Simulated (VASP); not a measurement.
The system is SiC.

```xyz
4
Lattice="2.8569 0.0000 0.0000 -1.4284 2.4741 0.0000 0.0000 0.0000 4.7020" Properties=species:S:1:pos:R:3 pbc="T T T"
Si    0.0000    0.0000    0.0000
Si    0.0000    0.0000    2.3510
C     0.0000    1.6494    1.1755
C     1.4284    0.8247    3.5265
```

Base run:

```yaml
Program: VASP 6.6.1
Functional: r2SCAN
Potentials_or_basis: VASP PAW PBE potentials, release 64 (Si, C)
Cutoff: 520 eV
k_mesh: 9 × 9 × 4
Occupations: fermi-dirac, width 0.02 eV
Spin: no spin polarisation
```

Its results: band gap on the k mesh zero (band 8 reaches 12.37 eV, above the bottom of band 9 at 11.15 eV); pressure -0.1 GPa.

The run is repeated on the same cell with these changes: functional from r2SCAN to PBE. What comes out?

Band gap on the k mesh zero (band 8 reaches 12.34 eV, above the bottom of band 9 at 10.87 eV); pressure 6.4 GPa.

Caveats: the PAW data sets were made with another functional, which shifts forces and pressure a little (some runs).
